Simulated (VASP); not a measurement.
# TiO2 (P4_2/mnm) in VASP: settings compared, part 2 of 2

VASP 6.6.1. The steps go on from the part before.

### Step 4. Single point, LDA

This run uses another cell than the first one, of 10.44 Å³/atom.

The input, INCAR:

```
SYSTEM = TiO2
  ALGO = Normal
  EDIFF = 1E-6
  ENCUT = 520
  ISIF = 2
  ISMEAR = -1
  LASPH = .True.
  LCHARG = .False.
  LREAL = .False.
  LWAVE = .False.
  NBANDS = 33
  NELM = 60
  PREC = Accurate
  SIGMA = 0.05
```

The input, KPOINTS:

```
k-points
0
Gamma
  6 6 9
  0 0 0
```

The input, POSCAR:

```
TiO2
1.0
    4.5998373239      0.0000000000      0.0000000000
    0.0000000000      4.5998373239      0.0000000000
    0.0000000000      0.0000000000      2.9592135600
Ti O
2 4
Direct
    0.0000000000      0.0000000000      0.5000000000
    0.5000000000      0.5000000000      0.0000000000
    0.3043213200      0.3043213200      0.5000000000
    0.1956786800      0.8043213200      0.0000000000
    0.8043213200      0.1956786800      0.0000000000
    0.6956786800      0.6956786800      0.5000000000
```

Potentials or basis: VASP PAW LDA potentials, release 64 (Ti_sv, O).

Launch:

```
$ cat potpaw_LDA.64/Ti_sv/POTCAR potpaw_LDA.64/O/POTCAR > POTCAR
$ mpirun -np 1 vasp_std > vasp.out
```

OUTCAR:

```text
SYSTEM = TiO2
   EDIFF = 1E-6
   ENCUT = 520
   ISIF = 2
   ISMEAR = -1
   LASPH = .True.
   LREAL = .False.
   NELM = 60
   PREC = Accurate

 ion  position               nearest neighbor table
   1  0.000  0.000  0.500-   4 1.95   5 1.95   4 1.95   5 1.95   3 1.98   6 1.98
   2  0.500  0.500  0.000-   3 1.95   6 1.95   3 1.95   6 1.95   5 1.98   4 1.98
   3  0.304  0.304  0.500-   2 1.95   2 1.95   1 1.98
   4  0.196  0.804  0.000-   1 1.95   1 1.95   2 1.98
   5  0.804  0.196  0.000-   1 1.95   1 1.95   2 1.98
   6  0.696  0.696  0.500-   2 1.95   2 1.95   1 1.98

  LATTYP: Found a simple tetragonal cell.
 ALAT       =     4.5998373239
 C/A-ratio  =     0.6433300466

  Lattice vectors:

 A1 = (   4.5998373239,   0.0000000000,   0.0000000000)
 A2 = (   0.0000000000,   4.5998373239,   0.0000000000)
 A3 = (   0.0000000000,   0.0000000000,   2.9592135600)

Analysis of symmetry for initial positions (statically):
=====================================================================
 Subroutine PRICEL returns:
 Original cell was already a primitive cell.

[... 182 lines left out ...]
 cond. band min:       6.2849307894   @ k =   0.0000   0.0000   0.0000
 fundamental gap:      1.7517654017
 Fermi energy:         5.3853248607

 k-point     1 :       0.0000    0.0000    0.0000
  band No.  band energies     occupation
      1     -51.6729      2.00000
      2     -51.6547      2.00000
      3     -28.3787      2.00000
      4     -28.3787      2.00000
      5     -28.2108      2.00000
      6     -28.2108      2.00000
[... 853 lines left out ...]
     32       9.7499      0.00000
     33      11.0592      0.00000

 [... further k-points ...]

------------------------ aborting loop because EDIFF is reached ----------------------------------------

  FORCE on cell =-STRESS in cart. coord.  units (eV):
  Direction    XX          YY          ZZ          XY          YZ          ZX
  --------------------------------------------------------------------------------------
  -------------------------------------------------------------------------------------
  Total       -2.7295681     -2.7295681     -3.7706947      0.0000000      0.0000000      0.0000000
  in kB      -69.8462762    -69.8462762    -96.4874222      0.0000000      0.0000000      0.0000000
  external PRESSURE =     -78.7266582 kB  Pullay stress =       0.0000000 kB

 VOLUME and BASIS-vectors are now :
 -----------------------------------------------------------------------------
  energy-cutoff  :      520.00
  volume of cell :       62.61
      direct lattice vectors                 reciprocal lattice vectors
     4.599837324  0.000000000  0.000000000     0.217398993  0.000000000  0.000000000
     0.000000000  4.599837324  0.000000000     0.000000000  0.217398993  0.000000000
     0.000000000  0.000000000  2.959213560     0.000000000  0.000000000  0.337927622

 POSITION                                       TOTAL-FORCE (eV/Angst)
 -----------------------------------------------------------------------------------
      0.00000      0.00000      1.47961         0.000000     -0.000000     -0.000000
      2.29992      2.29992      0.00000         0.000000     -0.000000     -0.000000
      1.39983      1.39983      1.47961         0.068562      0.068562      0.000000
      0.90009      3.69975      0.00000        -0.068562      0.068562      0.000000
      3.69975      0.90009      0.00000         0.068562     -0.068562     -0.000000
      3.20001      3.20001      1.47961        -0.068562     -0.068562     -0.000000
 -----------------------------------------------------------------------------------
    total drift:                                0.000000      0.000000      0.000000

  FREE ENERGIE OF THE ION-ELECTRON SYSTEM (eV)
  ---------------------------------------------------
  free  energy   TOTEN  =       -58.7318028501 eV

  energy  without entropy=      -58.7318028488  energy(sigma->0) =      -58.73180285
```

stdout:

```text
POSCAR found type information on POSCAR TiO
 POSCAR found :  2 types and       6 ions
 scaLAPACK will be used
 LDA part: xc-table for (Slater(with rela. corr.)+CA(PZ))
 , standard interpolation
 POSCAR, INCAR and KPOINTS ok, starting setup
 FFT: planning ... GRIDC
 FFT: planning ... GRID_SOFT
 FFT: planning ... GRID
 WAVECAR not read
 entering main loop
```

Run time: 37 s. Hardware: 1 thread of Intel Xeon 6975P-C (Granite Rapids), shared host; peak memory 0.21 GiB.

Results:

```
Free energy            : -58.7318 eV
Pressure               : -7.9 GPa
Largest force          : 0.097 eV/Å
Band gap on the k mesh : 1.75 eV
```

Forces on the atoms (eV/Å):
```
Ti   0.000  0.000  0.000
Ti   0.000  0.000  0.000
O    0.069  0.069  0.000
O   -0.069  0.069  0.000
O    0.069 -0.069  0.000
O   -0.069 -0.069  0.000
```

Levels at points of the mesh, in eV from the valence-band top:
```tsv
k point	band 21	band 22	band 23	band 24	band 25	band 26	band 27	band 28
(0.00, 0.00, 0.00)	-0.71	-0.46	-0.46	0.00	1.75	2.02	2.30	2.40
(0.50, 0.00, 0.00)	-1.67	-1.67	-0.75	-0.75	2.42	2.42	2.94	2.94
(0.50, 0.50, 0.00)	-1.32	-1.32	-1.09	-1.09	1.79	1.79	2.42	2.42
```

Caveat: the cell stands under tension; an odd mesh through Γ misses points on the zone boundary, where band edges can lie.

### Step 5. Single point, SVWN5

This run uses another cell than the first one, of 10.44 Å³/atom.

The input, INCAR:

```
PREC = Accurate
ENCUT = 520
EDIFF = 1E-6
ISMEAR = -1
SIGMA = 0.05
LREAL = F
LASPH = T
NELM = 60
ALGO = Normal
ISIF = 2
LWAVE = F
LCHARG = T
GGA = VW
LELF = T
LVHAR = T
NBANDS = 33
```

The input, KPOINTS:

```
Automatic mesh
0
Gamma
  6 6 9
```

POSCAR is that of step 4.

Potentials or basis: VASP PAW PBE potentials, release 64 (Ti_sv, O).

Launch:

```
$ cat potpaw_PBE.64/Ti_sv/POTCAR potpaw_PBE.64/O/POTCAR > POTCAR
$ mpirun -np 1 vasp_std > vasp.out
```

Wall time 36 s (1 thread of Intel Xeon 6975P-C (Granite Rapids), shared host); peak memory 0.2 GiB.

The run converged. Its results:

| Property | Result |
| --- | --- |
| Free energy | -58.8110 eV |
| Pressure | -8.3 GPa |
| Largest force | 0.106 eV/Å |
| Band gap on the k mesh | 1.75 eV |

Forces on the atoms (eV/Å):
```
Ti   0.000  0.000  0.000
Ti   0.000  0.000  0.000
O    0.075  0.075  0.000
O   -0.075  0.075  0.000
O    0.075 -0.075  0.000
O   -0.075 -0.075  0.000
```

Stress tensor (GPa, compression positive):
```
 -7.42   0.00   0.00
  0.00  -7.42   0.00
  0.00   0.00 -10.19
```

Levels at points of the mesh, in eV from the valence-band top:
```csv
k point,band 21,band 22,band 23,band 24,band 25,band 26,band 27,band 28
"(0.00, 0.00, 0.00)",-0.71,-0.46,-0.46,0.00,1.75,2.02,2.30,2.40
"(0.50, 0.00, 0.00)",-1.67,-1.67,-0.75,-0.75,2.42,2.42,2.93,2.93
"(0.50, 0.50, 0.00)",-1.32,-1.32,-1.10,-1.10,1.79,1.79,2.42,2.42
```

Caveat: the cell stands under tension; the PAW data sets were made with another functional, which shifts forces and pressure a little; an odd mesh through Γ misses points on the zone boundary, where band edges can lie.

### Step 6. Single point, LDA

This run uses another cell than the first one, of 10.64 Å³/atom.

The input, INCAR:

```
SYSTEM = TiO2
ALGO = Normal
EDIFF = 1E-6
ENCUT = 520
GGA = CA
ISIF = 2
ISMEAR = -1
LASPH = .TRUE.
LCHARG = .FALSE.
LREAL = .FALSE.
LWAVE = .FALSE.
NBANDS = 33
NELM = 80
PREC = Accurate
SIGMA = 0.05
```

The input, KPOINTS:

```
k-points
0
G
  6 6 9
  0 0 0
```

POSCAR: that of step 5 with these lines changed.

```diff
@@ -2,5 +2,5 @@
 1.0
-    4.5998373239      0.0000000000      0.0000000000
-    0.0000000000      4.5998373239      0.0000000000
-    0.0000000000      0.0000000000      2.9592135600
+    4.6303007105      0.0000000000      0.0000000000
+    0.0000000000      4.6303007105      0.0000000000
+    0.0000000000      0.0000000000      2.9788115719
 Ti O
```

Potentials or basis: VASP PAW LDA potentials, release 64 (Ti_sv, O).

Launch:

```
$ cat potpaw_LDA.64/Ti_sv/POTCAR potpaw_LDA.64/O/POTCAR > POTCAR
$ mpirun -np 1 vasp_std > vasp.out
```

OUTCAR:

```text
SYSTEM = TiO2
   EDIFF = 1E-6
   ENCUT = 520
   GGA = CA
   ISIF = 2
   ISMEAR = -1
   LASPH = .TRUE.
   LREAL = .FALSE.
   NELM = 80
   PREC = Accurate

 ion  position               nearest neighbor table
   1  0.000  0.000  0.500-   4 1.96   5 1.96   4 1.96   5 1.96   3 1.99   6 1.99
   2  0.500  0.500  0.000-   3 1.96   6 1.96   3 1.96   6 1.96   5 1.99   4 1.99
   3  0.304  0.304  0.500-   2 1.96   2 1.96   1 1.99
   4  0.196  0.804  0.000-   1 1.96   1 1.96   2 1.99
   5  0.804  0.196  0.000-   1 1.96   1 1.96   2 1.99
   6  0.696  0.696  0.500-   2 1.96   2 1.96   1 1.99

  LATTYP: Found a simple tetragonal cell.
 ALAT       =     4.6303007105
 C/A-ratio  =     0.6433300466

  Lattice vectors:

 A1 = (   4.6303007105,   0.0000000000,   0.0000000000)
 A2 = (   0.0000000000,   4.6303007105,   0.0000000000)
 A3 = (   0.0000000000,   0.0000000000,   2.9788115719)

Analysis of symmetry for initial positions (statically):
=====================================================================
 Subroutine PRICEL returns:
 Original cell was already a primitive cell.

 Routine SETGRP: Setting up the symmetry group for a
 simple tetragonal supercell.

 Subroutine GETGRP returns: Found 16 space group operations
 (whereof  8 operations were pure point group operations)
 out of a pool of 16 trial point group operations.

The static configuration has the point symmetry D_2h.
 The point group associated with its full space group is D_4h.

Analysis of symmetry for dynamics (positions and initial velocities):
=====================================================================
 Subroutine PRICEL returns:
 Original cell was already a primitive cell.

 Routine SETGRP: Setting up the symmetry group for a
 simple tetragonal supercell.

 Subroutine GETGRP returns: Found 16 space group operations
 (whereof  8 operations were pure point group operations)
 out of a pool of 16 trial point group operations.

The dynamic configuration has the point symmetry D_2h.
 The point group associated with its full space group is D_4h.

 Subroutine INISYM returns: Found 16 space group operations
 (whereof  8 operations are pure point group operations),
 and found     1 'primitive' translations

----------------------------------------------------------------------------------------

                                     Primitive cell

  volume of cell :      63.8648

  direct lattice vectors                    reciprocal lattice vectors
     4.630300711  0.000000000  0.000000000     0.215968695  0.000000000  0.000000000
     0.000000000  4.630300711  0.000000000     0.000000000  0.215968695  0.000000000
     0.000000000  0.000000000  2.978811572     0.000000000  0.000000000  0.335704349

  length of vectors
     4.630300711  4.630300711  2.978811572     0.215968695  0.215968695  0.335704349

  position of ions in fractional coordinates (direct lattice)
     0.000000000  0.000000000  0.500000000
     0.500000000  0.500000000  0.000000000
     0.304321320  0.304321320  0.500000000
     0.195678680  0.804321320  0.000000000
     0.804321320  0.195678680  0.000000000
     0.695678680  0.695678680  0.500000000

  ion indices of the primitive-cell ions
   primitive index   ion index
                 1           1
[... 34 lines left out ...]
  0.000000  0.000000  0.000000      1.000000
  0.166667  0.000000  0.000000      4.000000
  0.333333  0.000000  0.000000      4.000000
  0.500000  0.000000  0.000000      2.000000
  0.166667  0.166667  0.000000      4.000000
  0.333333  0.166667  0.000000      8.000000
[... 16 lines left out ...]
  0.333333  0.000000  0.222222      8.000000
  0.500000  0.000000  0.222222      4.000000
 [... further k-points ...]
   k-points           NKPTS =     50   k-points in BZ     NKDIM =     50   number of bands    NBANDS=     33
   number of dos      NEDOS =    301   number of ions     NIONS =      6
   total plane-waves  NPLWV =  31104
   dimension x,y,z NGX =    36 NGY =   36 NGZ =   24
   dimension x,y,z NGXF=    72 NGYF=   72 NGZF=   48
   ions per type =               2   4
   NGX,Y,Z   is equivalent  to a cutoff of  12.93, 12.93, 13.39 a.u.
   NGXF,Y,Z  is equivalent  to a cutoff of  25.85, 25.85, 26.79 a.u.
 SYSTEM =  TiO2
   PREC   = accura    normal or accurate (medium, high low for compatibility)
   ISTART =      0    job   : 0-new  1-cont  2-samecut
   ICHARG =      2    charge: 1-file 2-atom 10-const
   ISPIN  =      1    spin polarized calculation?
   LNONCOLLINEAR =      F non collinear calculations
   LSORBIT =      F    spin-orbit coupling
   LASPH  =      T    aspherical Exc in radial PAW
   ENCUT  =  520.0 eV  38.22 Ry    6.18 a.u.   8.61  8.61  5.54*2*pi/ulx,y,z
   NELM   =     80;   NELMIN=  2; NELMDL= -5     # of ELM steps
   EDIFF  = 0.1E-05   stopping-criterion for ELM
   LREAL  =      F    real-space projection
   EDIFFG = 0.1E-04   stopping-criterion for IOM
   NSW    =      0    number of steps for IOM
   IBRION =     -1    ionic relax: 0-MD 1-quasi-New 2-CG
   NFREE  =      0    steps in history (QN), initial steepest desc. (CG)
   ISIF   =      2    stress and relaxation
   ISYM   =      2    0-nonsym 1-usesym 2-fastsym
   POTIM  = 0.5000    time-step for ionic-motion
   TEBEG  =    0.0;   TEEND  =   0.0 temperature during run
   PSTRESS=    0.0 pullay stress
   NELECT =      48.0000    total number of electrons
   NUPDOWN=      -1.0000    fix difference up-down
   EMIN   =  10.00;   EMAX   =-10.00  energy-range for DOS
   EFERMI =   0.00;   METHOD = LEGACY
   ISMEAR =    -1;   SIGMA  =   0.05  broadening in eV -4-tet -1-fermi 0-gaus
   EFERMI_NEDOS =   21; number of points for ismear=-14 and -15
   IALGO  =     38    algorithm
   IMIX   =      4    mixing-type and parameters
     AMIX     =   0.40;   BMIX     =  1.00
     AMIX_MAG =   1.60;   BMIX_MAG =  1.00
  volume/ion in A,a.u.               =      10.64        71.83
  Fermi-wavevector in a.u.,A,eV,Ry     =   1.488452  2.812766 30.143554  2.215489
  Thomas-Fermi vector in A             =   2.601485
   LORBIT       =      0    0 simple, 1 ext, 2 COOP (PROOUT), +10 PAW based schemes
   GGA     = CA    functional components
   LHFCALC =     F    Hartree Fock is set to
   AEXX    =    0.0000 exact exchange contribution
   IVDW    =     0    specifies the selected vdW correction
   LEPSILON=     F    determine dielectric tensor
   LRPA    =     F    only Hartree local field effects (RPA)
 non-spin polarized calculation
  energy-cutoff  :      520.00
  volume of cell :       63.86
 maximum number of plane-waves:      1740
 NGX is ok and might be reduce to    36
   NGX = 17   NGY = 17   NGZ = 11

 number of electron      48.0000022 magnetization

 Free energy of the ion-electron system (eV)
  ---------------------------------------------------
  ext. energy  EPLUGINS =         0.00000000
  ---------------------------------------------------
  free energy    TOTEN  =       -58.65518911 eV

  energy without entropy =      -58.65518911  energy(sigma->0) =      -58.65518911

 E-fermi :   5.1565     XC(G=0): -11.8740

 val. band max:        4.3289832138   @ k =   0.0000   0.0000   0.0000
 cond. band min:       6.0348780361   @ k =   0.0000   0.0000   0.0000
 fundamental gap:      1.7058948223
 Fermi energy:         5.1565464594

 k-point     1 :       0.0000    0.0000    0.0000
  band No.  band energies     occupation
      1     -51.9441      2.00000
      2     -51.9277      2.00000
      3     -28.6301      2.00000
      4     -28.6301      2.00000
      5     -28.4758      2.00000
      6     -28.4758      2.00000
[... 853 lines left out ...]
     32       9.3901      0.00000
     33      10.6813      0.00000

 [... further k-points ...]

------------------------ aborting loop because EDIFF is reached ----------------------------------------

  FORCE on cell =-STRESS in cart. coord.  units (eV):
  Direction    XX          YY          ZZ          XY          YZ          ZX
  --------------------------------------------------------------------------------------
  -------------------------------------------------------------------------------------
  Total       -4.3576905     -4.3576905     -5.8541780     -0.0000000      0.0000000      0.0000000
  in kB     -109.3214881   -109.3214881   -146.8639089     -0.0000000      0.0000000      0.0000000
  external PRESSURE =    -121.8356284 kB  Pullay stress =       0.0000000 kB

 VOLUME and BASIS-vectors are now :
 -----------------------------------------------------------------------------
  energy-cutoff  :      520.00
  volume of cell :       63.86
      direct lattice vectors                 reciprocal lattice vectors
     4.630300711  0.000000000  0.000000000     0.215968695  0.000000000  0.000000000
     0.000000000  4.630300711  0.000000000     0.000000000  0.215968695  0.000000000
     0.000000000  0.000000000  2.978811572     0.000000000  0.000000000  0.335704349

 POSITION                                       TOTAL-FORCE (eV/Angst)
 -----------------------------------------------------------------------------------
      0.00000      0.00000      1.48941         0.000000      0.000000      0.000000
      2.31515      2.31515      0.00000         0.000000      0.000000      0.000000
      1.40910      1.40910      1.48941         0.132137      0.132137     -0.000000
      0.90605      3.72425      0.00000        -0.132137      0.132137      0.000000
      3.72425      0.90605      0.00000         0.132137     -0.132137      0.000000
      3.22120      3.22120      1.48941        -0.132137     -0.132137      0.000000
 -----------------------------------------------------------------------------------
    total drift:                                0.000000      0.000000      0.000000

  FREE ENERGIE OF THE ION-ELECTRON SYSTEM (eV)
  ---------------------------------------------------
  free  energy   TOTEN  =       -58.6551891131 eV

  energy  without entropy=      -58.6551891110  energy(sigma->0) =      -58.65518911
```

stdout:

```text
POSCAR found type information on POSCAR TiO
 POSCAR found :  2 types and       6 ions
 scaLAPACK will be used
 LDA part: xc-table for (Slater(with rela. corr.)+CA(PZ))
 , standard interpolation
 POSCAR, INCAR and KPOINTS ok, starting setup
 FFT: planning ... GRIDC
 FFT: planning ... GRID_SOFT
 FFT: planning ... GRID
 WAVECAR not read
 entering main loop
```

Wall time 38 s (1 thread of Intel Xeon 6975P-C (Granite Rapids), shared host); peak memory 0.2 GiB.

What came out:

* Free energy: -58.6552 eV
* Pressure: -12.2 GPa
* Largest force: 0.187 eV/Å
* Band gap on the k mesh: 1.71 eV

Forces on the atoms (eV/Å):
```
Ti   0.000  0.000  0.000
Ti   0.000  0.000  0.000
O    0.132  0.132  0.000
O   -0.132  0.132  0.000
O    0.132 -0.132  0.000
O   -0.132 -0.132  0.000
```

Levels at points of the mesh, in eV from the valence-band top:
| k point | band 20 | band 21 | band 22 | band 23 | band 24 | band 25 | band 26 | band 27 | band 28 | band 29 |
| --- | --- | --- | --- | --- | --- | --- | --- | --- | --- | --- |
| (0.00, 0.00, 0.00) | -1.99 | -0.71 | -0.46 | -0.46 | 0.00 | 1.71 | 1.97 | 2.24 | 2.33 | 2.33 |
| (0.50, 0.00, 0.00) | -3.06 | -1.65 | -1.65 | -0.74 | -0.74 | 2.35 | 2.35 | 2.85 | 2.85 | 3.40 |
| (0.50, 0.50, 0.00) | -2.18 | -1.32 | -1.32 | -1.09 | -1.09 | 1.74 | 1.74 | 2.36 | 2.36 | 3.67 |

Caveat: the cell stands under tension; an odd mesh through Γ misses points on the zone boundary, where band edges can lie.

### Step 7. Overview

```tsv
level	potentials or basis	cell	gap on the mesh (eV)	pressure (GPa)	largest force (eV/Å)
LDA	VASP PAW LDA potentials, release 64 (Ti_sv, O)	a = 4.538, b = 4.538, c = 2.919 Å, 6 atoms	1.85	2.3	0.10
LDA	VASP PAW LDA potentials, release 64 (Ti_sv, O)	a = 4.569, b = 4.569, c = 2.939 Å, 6 atoms	1.80	-3.1	-
LDA	VASP PAW LDA potentials, release 64 (Ti_sv, O)	a = 4.600, b = 4.600, c = 2.959 Å, 6 atoms	1.75	-7.9	0.10
SVWN5	VASP PAW PBE potentials, release 64 (Ti_sv, O)	a = 4.600, b = 4.600, c = 2.959 Å, 6 atoms	1.75	-8.3	0.11
LDA	VASP PAW LDA potentials, release 64 (Ti_sv, O)	a = 4.630, b = 4.630, c = 2.979 Å, 6 atoms	1.71	-12.2	0.19
```

Alike in all rows: task single point; no spin polarisation; k mesh 6 × 6 × 9; cutoff (eV) 520; smearing fermi-dirac 0.05 eV.

Caveats: an odd mesh through Γ misses points on the zone boundary, where band edges can lie; the cell stands under tension (at least some runs); the PAW data sets were made with another functional, which shifts forces and pressure a little (at least some runs).

Total energies depend on the potentials used, so only differences within one code and one set of settings carry meaning.
